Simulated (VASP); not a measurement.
# KCl (F-43m) in VASP: a series of runs, part 2 of 2

VASP 6.6.1. The steps go on from the part before.

## 3. Relaxation of cell and atoms, LDA

This run uses another cell than the first one, of 44.13 Å³/atom.

File INCAR:

```
PREC = Accurate
ENCUT = 600
EDIFF = 1E-6
ISMEAR = -1
SIGMA = 0.02
LREAL = False
LASPH = True
NELM = 80
ALGO = Normal
ISIF = 3
LWAVE = False
LCHARG = False
IBRION = 2
NSW = 80
EDIFFG = -0.005
```

File KPOINTS:

```
Automatic mesh
0
Gamma
  6 6 6
```

File POSCAR:

```
KCl
1.0
    0.0000000000      3.5337206842      3.5337206842
    3.5337206842      0.0000000000      3.5337206842
    3.5337206842      3.5337206842      0.0000000000
K Cl
1 1
Direct
    0.0000000000      0.0000000000      0.0000000000
    0.2500000000      0.2500000000      0.2500000000
```

Potentials or basis: VASP PAW LDA potentials, release 64 (K_sv, Cl).

On the command line:

```sh
$ cat potpaw_LDA.64/K_sv/POTCAR potpaw_LDA.64/Cl/POTCAR > POTCAR
$ mpirun -np 1 vasp_std > vasp.out
```

OUTCAR:

```text
PREC = Accurate
   ENCUT = 600
   EDIFF = 1E-6
   ISMEAR = -1
   LREAL = False
   LASPH = True
   NELM = 80
   ISIF = 3
   IBRION = 2
   NSW = 80
   EDIFFG = -0.005

 ion  position               nearest neighbor table
   1  0.000  0.000  0.000-   2 3.06   2 3.06   2 3.06   2 3.06
   2  0.250  0.250  0.250-   1 3.06   1 3.06   1 3.06   1 3.06

  LATTYP: Found a face centered cubic cell.
 ALAT       =     7.0674413684

  Lattice vectors:

 A1 = (   0.0000000000,   3.5337206842,   3.5337206842)
 A2 = (   3.5337206842,   0.0000000000,   3.5337206842)
 A3 = (   3.5337206842,   3.5337206842,   0.0000000000)

Analysis of symmetry for initial positions (statically):
=====================================================================
 Subroutine PRICEL returns:
 Original cell was already a primitive cell.

 Routine SETGRP: Setting up the symmetry group for a
 face centered cubic supercell.

 Subroutine GETGRP returns: Found 24 space group operations
 (whereof 24 operations were pure point group operations)
 out of a pool of 48 trial point group operations.

The static configuration has the point symmetry T_d .

Analysis of symmetry for dynamics (positions and initial velocities):
=====================================================================
 Subroutine PRICEL returns:
 Original cell was already a primitive cell.

 Routine SETGRP: Setting up the symmetry group for a
 face centered cubic supercell.

 Subroutine GETGRP returns: Found 24 space group operations
 (whereof 24 operations were pure point group operations)
 out of a pool of 48 trial point group operations.

The dynamic configuration has the point symmetry T_d .

 Subroutine INISYM returns: Found 24 space group operations
 (whereof 24 operations are pure point group operations),
 and found     1 'primitive' translations

----------------------------------------------------------------------------------------

                                     Primitive cell

  volume of cell :      88.2524

  direct lattice vectors                    reciprocal lattice vectors
     0.000000000  3.533720684  3.533720684    -0.141493922  0.141493922  0.141493922
     3.533720684  0.000000000  3.533720684     0.141493922 -0.141493922  0.141493922
     3.533720684  3.533720684  0.000000000     0.141493922  0.141493922 -0.141493922

  length of vectors
     4.997435717  4.997435717  4.997435717     0.245074662  0.245074662  0.245074662

  position of ions in fractional coordinates (direct lattice)
     0.000000000  0.000000000  0.000000000
     0.250000000  0.250000000  0.250000000

  ion indices of the primitive-cell ions
   primitive index   ion index
                 1           1
                 2           2

----------------------------------------------------------------------------------------

 KPOINTS: Automatic mesh

Automatic generation of k-mesh.
 Grid dimensions read from file:
 generate k-points for:    6    6    6

 Generating k-lattice:

  Cartesian coordinates                     Fractional coordinates (reciprocal lattice)
    -0.023582320  0.023582320  0.023582320     0.166666667  0.000000000  0.000000000
     0.023582320 -0.023582320  0.023582320     0.000000000  0.166666667  0.000000000
     0.023582320  0.023582320 -0.023582320     0.000000000  0.000000000  0.166666667

  Length of vectors
     0.040845777  0.040845777  0.040845777

  Shift w.r.t. Gamma in fractional coordinates (k-lattice)
     0.000000000  0.000000000  0.000000000

 Subroutine IBZKPT returns following result:
 ===========================================

 Found     16 irreducible k-points:

 Following reciprocal coordinates:
            Coordinates               Weight
  0.000000  0.000000  0.000000      1.000000
  0.166667  0.000000  0.000000      8.000000
  0.333333  0.000000  0.000000      8.000000
  0.500000  0.000000  0.000000      4.000000
  0.166667  0.166667  0.000000      6.000000
  0.333333  0.166667  0.000000     24.000000
[... 8 lines left out ...]
 -0.333333  0.333333  0.166667     24.000000
 -0.333333  0.500000  0.166667     12.000000
   k-points           NKPTS =     16   k-points in BZ     NKDIM =     16   number of bands    NBANDS=     12
   number of dos      NEDOS =    301   number of ions     NIONS =      2
   total plane-waves  NPLWV =  64000
   dimension x,y,z NGX =    40 NGY =   40 NGZ =   40
   dimension x,y,z NGXF=    80 NGYF=   80 NGZF=   80
   ions per type =               1   1
   NGX,Y,Z   is equivalent  to a cutoff of  13.31, 13.31, 13.31 a.u.
   NGXF,Y,Z  is equivalent  to a cutoff of  26.61, 26.61, 26.61 a.u.
 SYSTEM =  unknown system
   PREC   = accura    normal or accurate (medium, high low for compatibility)
   ISTART =      0    job   : 0-new  1-cont  2-samecut
   ICHARG =      2    charge: 1-file 2-atom 10-const
   ISPIN  =      1    spin polarized calculation?
   LNONCOLLINEAR =      F non collinear calculations
   LSORBIT =      F    spin-orbit coupling
   LASPH  =      T    aspherical Exc in radial PAW
   ENCUT  =  600.0 eV  44.10 Ry    6.64 a.u.   9.98  9.98  9.98*2*pi/ulx,y,z
   NELM   =     80;   NELMIN=  2; NELMDL= -5     # of ELM steps
   EDIFF  = 0.1E-05   stopping-criterion for ELM
   LREAL  =      F    real-space projection
   EDIFFG = -.5E-02   stopping-criterion for IOM
   NSW    =     80    number of steps for IOM
   IBRION =      2    ionic relax: 0-MD 1-quasi-New 2-CG
   NFREE  =      1    steps in history (QN), initial steepest desc. (CG)
   ISIF   =      3    stress and relaxation
   ISYM   =      2    0-nonsym 1-usesym 2-fastsym
   POTIM  = 0.5000    time-step for ionic-motion
   TEBEG  =    0.0;   TEEND  =   0.0 temperature during run
   PSTRESS=    0.0 pullay stress
   NELECT =      16.0000    total number of electrons
   NUPDOWN=      -1.0000    fix difference up-down
   EMIN   =  10.00;   EMAX   =-10.00  energy-range for DOS
   EFERMI =   0.00;   METHOD = LEGACY
   ISMEAR =    -1;   SIGMA  =   0.02  broadening in eV -4-tet -1-fermi 0-gaus
   EFERMI_NEDOS =   21; number of points for ismear=-14 and -15
   IALGO  =     38    algorithm
   IMIX   =      4    mixing-type and parameters
     AMIX     =   0.40;   BMIX     =  1.00
     AMIX_MAG =   1.60;   BMIX_MAG =  1.00
  volume/ion in A,a.u.               =      44.13       297.78
  Fermi-wavevector in a.u.,A,eV,Ry     =   0.926558  1.750941 11.680734  0.858510
  Thomas-Fermi vector in A             =   2.052533
   LORBIT       =      0    0 simple, 1 ext, 2 COOP (PROOUT), +10 PAW based schemes
   GGA     = CA    functional components
   LHFCALC =     F    Hartree Fock is set to
   AEXX    =    0.0000 exact exchange contribution
   IVDW    =     0    specifies the selected vdW correction
   LEPSILON=     F    determine dielectric tensor
   LRPA    =     F    only Hartree local field effects (RPA)
 conjugate gradient relaxation of ions
 non-spin polarized calculation
  energy-cutoff  :      600.00
  volume of cell :       88.25
 maximum number of plane-waves:      2966
   NGX = 19   NGY = 19   NGZ = 19

--------------------------------------- Ionic step        1  -------------------------------------------

 number of electron      15.9999997 magnetization

 Free energy of the ion-electron system (eV)
  ---------------------------------------------------
  ext. energy  EPLUGINS =         0.00000000
  ---------------------------------------------------
  free energy    TOTEN  =        -7.03297188 eV

  energy without entropy =       -7.03297188  energy(sigma->0) =       -7.03297188

------------------------ aborting loop because EDIFF is reached ----------------------------------------

  FORCE on cell =-STRESS in cart. coord.  units (eV):
  Direction    XX          YY          ZZ          XY          YZ          ZX
  --------------------------------------------------------------------------------------
  -------------------------------------------------------------------------------------
  Total       -0.7448106     -0.7448106     -0.7448106      0.0000000      0.0000000      0.0000000
  in kB      -13.5216525    -13.5216525    -13.5216525      0.0000000      0.0000000      0.0000000
  external PRESSURE =     -13.5216525 kB  Pullay stress =       0.0000000 kB
[... 93 lines left out ...]
  energy  without entropy=       -7.0795523927  energy(sigma->0) =       -7.07955239

--------------------------------------- Ionic step        4  -------------------------------------------

 number of electron      16.0000000 magnetization

 Free energy of the ion-electron system (eV)
  ---------------------------------------------------
  ext. energy  EPLUGINS =         0.00000000
  ---------------------------------------------------
  free energy    TOTEN  =        -7.07978901 eV

  energy without entropy =       -7.07978901  energy(sigma->0) =       -7.07978901

 E-fermi :  -2.7321     XC(G=0):  -6.9732

 val. band max:       -3.1889482575   @ k =   0.5000   0.5000   0.0000
 cond. band min:       1.4342933446   @ k =   0.0000   0.0000   0.0000
 fundamental gap:      4.6232416022
 Fermi energy:        -2.7321020882

 k-point     1 :       0.0000    0.0000    0.0000
  band No.  band energies     occupation
      1     -29.8245      2.00000
      2     -14.8857      2.00000
      3     -13.5753      2.00000
      4     -13.5753      2.00000
      5     -13.5753      2.00000
      6      -3.2738      2.00000
      7      -3.2738      2.00000
      8      -3.2738      2.00000
      9       1.4343      0.00000
     10       6.1231      0.00000
     11       6.1231      0.00000
     12       7.2853      0.00000
[... 252 lines left out ...]
  FREE ENERGIE OF THE ION-ELECTRON SYSTEM (eV)
  ---------------------------------------------------
  free  energy   TOTEN  =        -7.0797890136 eV

  energy  without entropy=       -7.0797890135  energy(sigma->0) =       -7.07978901

 reached required accuracy - stopping structural energy minimisation
```

Wall time 25 s (1 thread of Intel Xeon 6975P-C (Granite Rapids), shared host); peak memory 0.21 GiB.

Results:

```
Free energy                           : -7.0798 eV
Relaxed volume                        : 39.14 Å³/atom
Relaxed cell                          : a = 4.802 Å, b = 4.802 Å, c = 4.802 Å, α = 60.00°, β = 60.00°, γ = 60.00°
Space group after relaxing (to 0.1 Å) : F-43m (No. 216)
Energy gained by relaxing             : 23.4 meV/atom
Ionic steps                           : 4
Pressure after relaxing               : 0.0 GPa
Band gap on the k mesh                : 4.62 eV (least direct gap 4.71 eV)
```

Step by step:
```csv
step,energy change (eV),largest force (eV/Å),pressure (GPa),volume (Å³)
1,0.0000,0.0000,-1.35,88.25
2,-0.0323,0.0000,-0.84,83.58
3,-0.0466,0.0000,-0.12,78.99
4,-0.0468,0.0000,0.00,78.29
```

Final structure:
```xyz
2
Lattice="0.0000 3.3954 3.3954 3.3954 0.0000 3.3954 3.3954 3.3954 0.0000" Properties=species:S:1:pos:R:3 pbc="T T T"
K     6.7908    6.7908    6.7908
Cl    1.6977    1.6977    1.6977
```

Caveat: the structure was generated, so it needn't be the stable form of KCl. A k mesh can miss the band edges.
